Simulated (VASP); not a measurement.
# NiO (Fm-3m) in VASP: notebook

Runs on NiO. Level: PBEsol+U. Tasks: single point.

All numbers are computed with VASP 6.6.1; they aren't measurements. Logs are shortened: lines on timing, memory, paths and dates and some standing lists are left out, and cuts for length are marked.

## (1) The cell of the first run

Symmetry: Fm-3m, No. 225, cubic system. The conventional cell has a = 4.183 Å, b = 4.183 Å, c = 4.183 Å, α = 90.00°, β = 90.00°, γ = 90.00°. Within 2.8 Å of Ni (site symmetry m-3m) lie 6 O at 2.09 Å. O (site symmetry m-3m) has 6 Ni at 2.09 Å within 2.8 Å.

## (2) Single point, PBEsol+U, collinear spin, ferromagnetic start

INCAR reads:

```
SYSTEM = NiO
PREC = Accurate
ENCUT = 520
EDIFF = 1E-6
ISMEAR = 0
SIGMA = 0.05
LREAL = .FALSE.
LASPH = .TRUE.
NELM = 150
ALGO = Normal
ISIF = 2
LWAVE = .FALSE.
LCHARG = .FALSE.
ISPIN = 2
MAGMOM = 2 0
LORBIT = 11
LMAXMIX = 4
LDAU = .TRUE.
LDAUTYPE = 2
LDAUL = 2 -1
LDAUU = 4 0
LDAUJ = 0 0
LDAUPRINT = 1
GGA = PS
NBANDS = 19
```

KPOINTS reads:

```
regular mesh
0
G
  8 8 8
  0 0 0
```

POSCAR reads:

```
NiO
1.0
    0.0000000000      2.0913095100      2.0913095100
    2.0913095100      0.0000000000      2.0913095100
    2.0913095100      2.0913095100      0.0000000000
Ni O
1 1
Direct
    0.0000000000      0.0000000000      0.0000000000
    0.5000000000      0.5000000000      0.5000000000
```

Potentials or basis: VASP PAW PBE potentials, release 64 (Ni, O).

The run is started by

```sh
cat potpaw_PBE.64/Ni/POTCAR potpaw_PBE.64/O/POTCAR > POTCAR
mpirun -np 1 vasp_std > vasp.out
```

OUTCAR:

```text
SYSTEM = NiO
   PREC = Accurate
   ENCUT = 520
   EDIFF = 1E-6
   ISMEAR = 0
   LREAL = .FALSE.
   LASPH = .TRUE.
   NELM = 150
   ISIF = 2
   ISPIN = 2
   LORBIT = 11
   GGA = PS

 ion  position               nearest neighbor table
   1  0.000  0.000  0.000-   2 2.09   2 2.09   2 2.09   2 2.09   2 2.09   2 2.09
   2  0.500  0.500  0.500-   1 2.09   1 2.09   1 2.09   1 2.09   1 2.09   1 2.09

  LATTYP: Found a face centered cubic cell.
 ALAT       =     4.1826190200

  Lattice vectors:

 A1 = (   0.0000000000,   2.0913095100,   2.0913095100)
 A2 = (   2.0913095100,   0.0000000000,   2.0913095100)
 A3 = (   2.0913095100,   2.0913095100,   0.0000000000)

Analysis of symmetry for initial positions (statically):
=====================================================================
 Subroutine PRICEL returns:
 Original cell was already a primitive cell.

 Routine SETGRP: Setting up the symmetry group for a
 face centered cubic supercell.

 Subroutine GETGRP returns: Found 48 space group operations
 (whereof 48 operations were pure point group operations)
 out of a pool of 48 trial point group operations.

The static configuration has the point symmetry O_h .

Analysis of symmetry for dynamics (positions and initial velocities):
=====================================================================
 Subroutine PRICEL returns:
 Original cell was already a primitive cell.

 Routine SETGRP: Setting up the symmetry group for a
 face centered cubic supercell.

 Subroutine GETGRP returns: Found 48 space group operations
 (whereof 48 operations were pure point group operations)
 out of a pool of 48 trial point group operations.

The dynamic configuration has the point symmetry O_h .

Analysis of structural, dynamic, and magnetic symmetry:
=====================================================================
 Subroutine PRICEL returns:
 Original cell was already a primitive cell.

 Routine SETGRP: Setting up the symmetry group for a
 face centered cubic supercell.

 Subroutine GETGRP returns: Found 48 space group operations
 (whereof 48 operations were pure point group operations)
 out of a pool of 48 trial point group operations.

The overall configuration has the point symmetry O_h .

 Subroutine INISYM returns: Found 48 space group operations
 (whereof 48 operations are pure point group operations),
 and found     1 'primitive' translations

----------------------------------------------------------------------------------------

                                     Primitive cell

  volume of cell :      18.2930

  direct lattice vectors                    reciprocal lattice vectors
     0.000000000  2.091309510  2.091309510    -0.239084649  0.239084649  0.239084649
     2.091309510  0.000000000  2.091309510     0.239084649 -0.239084649  0.239084649
     2.091309510  2.091309510  0.000000000     0.239084649  0.239084649 -0.239084649

  length of vectors
     2.957558272  2.957558272  2.957558272     0.414106759  0.414106759  0.414106759

  position of ions in fractional coordinates (direct lattice)
     0.000000000  0.000000000  0.000000000
     0.500000000  0.500000000  0.500000000

  ion indices of the primitive-cell ions
   primitive index   ion index
                 1           1
                 2           2

----------------------------------------------------------------------------------------

 KPOINTS: regular mesh

Automatic generation of k-mesh.
 Grid dimensions read from file:
 generate k-points for:    8    8    8

 Generating k-lattice:

  Cartesian coordinates                     Fractional coordinates (reciprocal lattice)
    -0.029885581  0.029885581  0.029885581     0.125000000  0.000000000  0.000000000
     0.029885581 -0.029885581  0.029885581     0.000000000  0.125000000  0.000000000
     0.029885581  0.029885581 -0.029885581     0.000000000  0.000000000  0.125000000

[... 56 lines left out ...]
   EDIFF  = 0.1E-05   stopping-criterion for ELM
   LREAL  =      F    real-space projection
   EDIFFG = 0.1E-04   stopping-criterion for IOM
   NSW    =      0    number of steps for IOM
   IBRION =     -1    ionic relax: 0-MD 1-quasi-New 2-CG
   NFREE  =      0    steps in history (QN), initial steepest desc. (CG)
   ISIF   =      2    stress and relaxation
   ISYM   =      2    0-nonsym 1-usesym 2-fastsym
   POTIM  = 0.5000    time-step for ionic-motion
   TEBEG  =    0.0;   TEEND  =   0.0 temperature during run
   PSTRESS=    0.0 pullay stress
   NELECT =      16.0000    total number of electrons
   NUPDOWN=      -1.0000    fix difference up-down
   EMIN   =  10.00;   EMAX   =-10.00  energy-range for DOS
   EFERMI =   0.00;   METHOD = LEGACY
   ISMEAR =     0;   SIGMA  =   0.05  broadening in eV -4-tet -1-fermi 0-gaus
   EFERMI_NEDOS =   21; number of points for ismear=-14 and -15
   IALGO  =     38    algorithm
   IMIX   =      4    mixing-type and parameters
     AMIX     =   0.40;   BMIX     =  1.00
     AMIX_MAG =   1.60;   BMIX_MAG =  1.00
  volume/ion in A,a.u.               =       9.15        61.72
  Fermi-wavevector in a.u.,A,eV,Ry     =   1.565621  2.958594 33.350161  2.451168
  Thomas-Fermi vector in A             =   2.668070
   LORBIT       =     11    0 simple, 1 ext, 2 COOP (PROOUT), +10 PAW based schemes
 LDA+U is selected, type is set to LDAUTYPE =  2
   angular momentum for each species LDAUL =     2   -1
   U (eV)           for each species LDAUU =   4.0  0.0
   J (eV)           for each species LDAUJ =   0.0  0.0
   GGA     = PS    functional components
   LHFCALC =     F    Hartree Fock is set to
   AEXX    =    0.0000 exact exchange contribution
   IVDW    =     0    specifies the selected vdW correction
   LEPSILON=     F    determine dielectric tensor
   LRPA    =     F    only Hartree local field effects (RPA)
 spin polarized calculation
 Gauss-broadening in eV      SIGMA  =   0.05
  energy-cutoff  :      520.00
  volume of cell :       18.29
 maximum number of plane-waves:       531
 NGX is ok and might be reduce to    24
   NGX = 11   NGY = 11   NGZ = 11

atom =   1  type =  1  l = 2

 onsite density matrix

spin component  1

  0.9764  0.0000  0.0000  0.0000  0.0000
  0.0000  0.9764 -0.0000  0.0000 -0.0000
  0.0000 -0.0000  1.0261  0.0000 -0.0000
  0.0000  0.0000  0.0000  0.9764 -0.0000
  0.0000 -0.0000 -0.0000 -0.0000  1.0261

spin component  2

  0.9733  0.0000 -0.0000  0.0000  0.0000
  0.0000  0.9733  0.0000  0.0000  0.0000
 -0.0000  0.0000  0.1745 -0.0000 -0.0000
  0.0000  0.0000 -0.0000  0.9733 -0.0000
  0.0000  0.0000 -0.0000 -0.0000  0.1745

 occupancies and eigenvectors

  o =  0.1745  v =  0.0000  0.0000  0.0000  0.0000  0.0000  0.0000  0.0000  0.9996  0.0000  0.0285      0.0000  0.0000  0.0000  0.0000  0.0000  0.0000  0.0000  0.0000  0.0000  0.0000
  o =  0.1745  v =  0.0000  0.0000  0.0000  0.0000  0.0000  0.0000 -0.0000  0.0285 -0.0000 -0.9996      0.0000  0.0000  0.0000  0.0000  0.0000  0.0000  0.0000  0.0000  0.0000  0.0000
  o =  0.9733  v =  0.0000  0.0000  0.0000  0.0000  0.0000  0.0000  0.3073  0.0000 -0.9516  0.0000      0.0000  0.0000  0.0000  0.0000  0.0000  0.0000  0.0000  0.0000  0.0000  0.0000
  o =  0.9733  v =  0.0000  0.0000  0.0000  0.0000  0.0000  0.0000  0.9516 -0.0000  0.3073 -0.0000      0.0000  0.0000  0.0000  0.0000  0.0000  0.0000  0.0000  0.0000  0.0000  0.0000
  o =  0.9733  v =  0.0000  0.0000  0.0000  0.0000  0.0000  1.0000  0.0000  0.0000  0.0000  0.0000      0.0000  0.0000  0.0000  0.0000  0.0000  0.0000  0.0000  0.0000  0.0000  0.0000
  o =  0.9764  v =  1.0000  0.0000  0.0000  0.0000  0.0000  0.0000  0.0000  0.0000  0.0000  0.0000      0.0000  0.0000  0.0000  0.0000  0.0000  0.0000  0.0000  0.0000  0.0000  0.0000
  o =  0.9764  v =  0.0000  0.6782  0.0000  0.7349  0.0000  0.0000  0.0000  0.0000  0.0000  0.0000      0.0000  0.0000  0.0000  0.0000  0.0000  0.0000  0.0000  0.0000  0.0000  0.0000
  o =  0.9764  v =  0.0000 -0.7349 -0.0000  0.6782  0.0000  0.0000  0.0000  0.0000  0.0000  0.0000      0.0000  0.0000  0.0000  0.0000  0.0000  0.0000  0.0000  0.0000  0.0000  0.0000
  o =  1.0261  v =  0.0000 -0.0000  1.0000 -0.0000  0.0062  0.0000  0.0000  0.0000  0.0000  0.0000      0.0000  0.0000  0.0000  0.0000  0.0000  0.0000  0.0000  0.0000  0.0000  0.0000
  o =  1.0261  v =  0.0000 -0.0000  0.0062  0.0000 -1.0000  0.0000  0.0000  0.0000  0.0000  0.0000      0.0000  0.0000  0.0000  0.0000  0.0000  0.0000  0.0000  0.0000  0.0000  0.0000

 number of electron      16.0000005 magnetization       1.9999473

 Free energy of the ion-electron system (eV)
  ---------------------------------------------------
  ext. energy  EPLUGINS =         0.00000000
  ---------------------------------------------------
  free energy    TOTEN  =       -11.33382074 eV

  energy without entropy =      -11.33382074  energy(sigma->0) =      -11.33382074

 E-fermi :   7.2648     XC(G=0): -12.8913

 val. band max:        6.9739313469   @ k =   0.5000   0.0000   0.0000
 cond. band min:       8.1290125896   @ k =   0.0000   0.0000   0.0000
 fundamental gap:      1.1550812427
 Fermi energy:         7.2647583437

 spin component 1

 k-point     1 :       0.0000    0.0000    0.0000
  band No.  band energies     occupation
      1     -12.3368      1.00000
      2       1.9490      1.00000
      3       1.9490      1.00000
      4       2.8247      1.00000
      5       2.8247      1.00000
      6       2.8247      1.00000
[... 1049 lines left out ...]
     18      38.6684      0.00000
     19      39.6296      0.00000

 [... further k-points ...]
[... 5 lines left out ...]
  --------------------------------------------------------------------------------------
  -------------------------------------------------------------------------------------
  Total       -0.6794819     -0.6794819     -0.6794819      0.0000000     -0.0000000      0.0000000
  in kB      -59.5118596    -59.5118596    -59.5118596      0.0000000     -0.0000000      0.0000000
  external PRESSURE =     -59.5118596 kB  Pullay stress =       0.0000000 kB

 VOLUME and BASIS-vectors are now :
 -----------------------------------------------------------------------------
  energy-cutoff  :      520.00
  volume of cell :       18.29
      direct lattice vectors                 reciprocal lattice vectors
     0.000000000  2.091309510  2.091309510    -0.239084649  0.239084649  0.239084649
     2.091309510  0.000000000  2.091309510     0.239084649 -0.239084649  0.239084649
     2.091309510  2.091309510  0.000000000     0.239084649  0.239084649 -0.239084649

 POSITION                                       TOTAL-FORCE (eV/Angst)
 -----------------------------------------------------------------------------------
      0.00000      0.00000      0.00000         0.000000      0.000000      0.000000
      2.09131      2.09131      2.09131         0.000000      0.000000      0.000000
 -----------------------------------------------------------------------------------
    total drift:                                0.000000     -0.000000     -0.000000

  FREE ENERGIE OF THE ION-ELECTRON SYSTEM (eV)
  ---------------------------------------------------
  free  energy   TOTEN  =       -11.3338207376 eV

  energy  without entropy=      -11.3338207376  energy(sigma->0) =      -11.33382074

 total charge

# of ion       s       p       d       tot
------------------------------------------
    1        0.344   0.423   8.223   8.991
    2        1.543   3.443   0.000   4.987
--------------------------------------------------
tot          1.888   3.866   8.223  13.977

 magnetization (x)

# of ion       s       p       d       tot
------------------------------------------
    1        0.011   0.014   1.712   1.736
    2        0.023   0.215   0.000   0.238
--------------------------------------------------
tot          0.034   0.229   1.712   1.975
```

It took 9.4 s on 1 thread of Intel Xeon 6975P-C (Granite Rapids), shared host; peak memory 0.15 GiB.

Results:

```
Free energy                                           : -11.3338 eV
Pressure                                              : -6.0 GPa
Band gap on the k mesh                                : 1.16 eV, indirect (least direct gap 2.08 eV)
Net moment                                            : 2.00 μB per cell
Site moments                                          : Ni +1.74; O +0.24 μB
Valence electrons inside the program's atomic spheres : Ni 8.99; O 4.99
```

Eigenvalues of the final occupation matrices:
| site | spin | trace | eigenvalues |
| --- | --- | --- | --- |
| site 1 d | 1 | 4.98 | 0.98 0.98 0.98 1.03 1.03 |
| site 1 d | 2 | 3.27 | 0.17 0.17 0.97 0.97 0.97 |

Caveat: the PAW data sets were made with another functional, which shifts forces and pressure a little; a cell with one magnetic atom can't hold antiferromagnetic order, which such compounds often take.

## (3) Single point, PBEsol+U, collinear spin, ferromagnetic start

INCAR reads:

```
SYSTEM = NiO
ALGO     = Normal         ! electronic algorithm
EDIFF    = 1E-6           ! SCF threshold, eV
ENCUT    = 520            ! plane-wave cutoff, eV
GGA      = PS             ! functional
ISIF     = 2              ! what is computed and relaxed
ISMEAR   = 0              ! smearing method
ISPIN    = 2              ! spin polarisation
LASPH    = .True.         ! aspherical terms in the spheres
LCHARG   = .True.         ! write CHGCAR
LDAU     = .True.         ! DFT+U
LDAUJ    = 0 0          
LDAUL    = 2 -1           ! shell
LDAUPRINT= 1            
LDAUTYPE = 2            
LDAUU    = 4 0            ! U, eV
LELF     = .True.         ! ELF
LMAXMIX  = 4              ! l up to which the mixer works
LORBIT   = 11             ! projections on sites
LREAL    = .False.        ! projectors in reciprocal space
LVHAR    = .True.       
LWAVE    = .False.        ! write WAVECAR
MAGMOM   = 1.67 0.27      ! initial moments
NBANDS   = 19             ! bands
NELM     = 150            ! most SCF steps
PREC     = Accurate       ! precision mode
SIGMA    = 0.05           ! smearing width, eV
```

KPOINTS reads:

```
k-points
0
Gamma
  8 8 8
  0 0 0
```

POSCAR is that of step 2.

Potentials or basis: VASP PAW PBE potentials, release 64 (Ni, O).

The run is started by

```sh
cat potpaw_PBE.64/Ni/POTCAR potpaw_PBE.64/O/POTCAR > POTCAR
mpirun -np 1 vasp_std > vasp.out
```

Wall time 9.8 s (1 thread of Intel Xeon 6975P-C (Granite Rapids), shared host); peak memory 0.15 GiB.

The run converged. Its results:

* Free energy: -11.3338 eV
* Pressure: -5.9 GPa
* Band gap on the k mesh: 1.16 eV, indirect (least direct gap 2.08 eV)
* Net moment: 2.00 μB per cell
* Site moments: Ni +1.74; O +0.24 μB
* Valence electrons inside the program's atomic spheres: Ni 8.99; O 4.99

Levels at points of the mesh, in eV from the valence-band top:
Spin up:
```
           k point  band 7  band 8  band 9  band 10  band 11  band 12
(0.00, 0.00, 0.00)   -1.97   -1.97   -1.97     2.20    18.17    18.17
(0.50, 0.00, 0.00)   -2.58    0.00    0.00     6.17    10.62    14.47
(0.50, 0.50, 0.00)   -3.33   -3.25   -3.25     6.59    11.31    11.63
```
Spin down:
| k point | band 3 | band 4 | band 5 | band 6 | band 7 | band 8 | band 9 | band 10 | band 11 | band 12 |
| --- | --- | --- | --- | --- | --- | --- | --- | --- | --- | --- |
| (0.00, 0.00, 0.00) | -3.09 | -3.09 | -1.49 | -1.49 | -1.49 | 1.16 | 1.16 | 2.58 | 18.30 | 18.46 |
| (0.50, 0.00, 0.00) | -3.91 | -3.91 | -1.86 | -1.86 | -1.54 | 3.74 | 3.74 | 6.37 | 11.15 | 14.83 |
| (0.50, 0.50, 0.00) | -3.94 | -2.89 | -2.89 | -2.10 | -2.10 | 1.60 | 2.10 | 7.17 | 11.66 | 11.97 |

Eigenvalues of the final occupation matrices:
| site | spin | trace | eigenvalues |
| --- | --- | --- | --- |
| site 1 d | 1 | 4.98 | 0.98 0.98 0.98 1.03 1.03 |
| site 1 d | 2 | 3.27 | 0.17 0.17 0.97 0.97 0.97 |

Caveat: the PAW data sets were made with another functional, which shifts forces and pressure a little; a cell with one magnetic atom can't hold antiferromagnetic order, which such compounds often take. A k mesh can miss the band edges.

[end of part 1 of 2]
